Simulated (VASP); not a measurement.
A run of VASP 6.6.1:

The input INCAR:

```
  PREC = Accurate
  ENCUT = 520
  EDIFF = 1E-7
  ISMEAR = 0
  SIGMA = 0.15
  LREAL = F
  LASPH = T
  NELM = 60
  ALGO = Fast
  ISIF = 2
  LWAVE = F
  LCHARG = F
  GGA = PS
  NBANDS = 24
```

Contents of KPOINTS:

```
Automatic mesh
0
Gamma
  14 14 14
```

POSCAR

```
AlNi3
1.0
    0.0000000000      2.7984078565      2.7984078565
    2.7984078565      0.0000000000      2.7984078565
    2.7984078565      2.7984078565      0.0000000000
Al Ni
1 3
Direct
    0.5178673026      0.4821326974      0.4821326974
    0.2500000000      0.2500000000      0.2500000000
    0.0000000000      0.0000000000      0.0000000000
    0.7500000000      0.7500000000      0.7500000000
```

Potentials or basis: VASP PAW PBE potentials, release 64 (Al, Ni).

Run with:

```bash
$ cat potpaw_PBE.64/Al/POTCAR potpaw_PBE.64/Ni/POTCAR > POTCAR
$ mpirun -np 1 vasp_std > vasp.out
```

Hardware: 1 thread of Intel Xeon 6975P-C (shared host).

Estimate the wall time of this run.

It took 4.9 min on 1 thread of Intel Xeon 6975P-C (shared host), peak memory 0.34 GiB. Counts: scf iterations 18, k points 244.
